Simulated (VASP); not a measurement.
Set up this calculation in VASP 6.6.1, as the native input.

| Item | Value |
| --- | --- |
| Task | single point |
| Functional | PBE |
| Potentials or basis | VASP PAW PBE potentials, release 64 (Mn_pv, O) |
| Cutoff | 520 eV |
| k mesh | 14 × 14 × 14 |
| Occupations | gaussian, width 0.05 eV |
| Spin | no spin polarisation |
| Dipole correction | no |
| Further INCAR settings | ALGO = Normal; EDIFF = 1e-06; NBANDS = 16 |

The structure of MnO lies in POSCAR:

```
MnO
1.0
    0.0000000000      2.2200320392      2.2200320392
    2.2200320392      0.0000000000      2.2200320392
    2.2200320392      2.2200320392      0.0000000000
Mn O
1 1
Direct
    0.0000000000      0.0000000000      0.0000000000
    0.5000000000      0.5000000000      0.5000000000
```

One way to write it, as run:

INCAR

```
SYSTEM = MnO
  PREC = Accurate
  ENCUT = 520
  EDIFF = 1E-6
  ISMEAR = 0
  SIGMA = 0.05
  LREAL = .False.
  LASPH = .True.
  NELM = 80
  ALGO = Normal
  ISIF = 2
  LWAVE = .False.
  LCHARG = .True.
  GGA = PE
  LELF = .True.
  LVHAR = .True.
  NBANDS = 16
```

KPOINTS

```
Automatic mesh
0
Gamma
  14 14 14
  0 0 0
```

Potentials or basis: VASP PAW PBE potentials, release 64 (Mn_pv, O).

Run with:

```bash
$ cat potpaw_PBE.64/Mn_pv/POTCAR potpaw_PBE.64/O/POTCAR > POTCAR
$ mpirun -np 1 vasp_std > vasp.out
```

Results of the run:

```json
{"Pressure": "-33.7 GPa", "Band gap on the k mesh": "zero (an odd number of electrons rules out a gap without spin polarisation)"}
```

Caveat: the cell stands under tension; an odd number of electrons without spin polarisation forces a metal; a magnetic or distorted state may lie lower; the run has no spin polarisation, though such a crystal can be magnetic; semilocal functionals often make such compounds metallic where correlation or magnetic order opens a gap, which also shifts bond lengths.

It took 38 s on 1 thread of Intel Xeon 8259CL (shared host), peak memory 0.16 GiB.
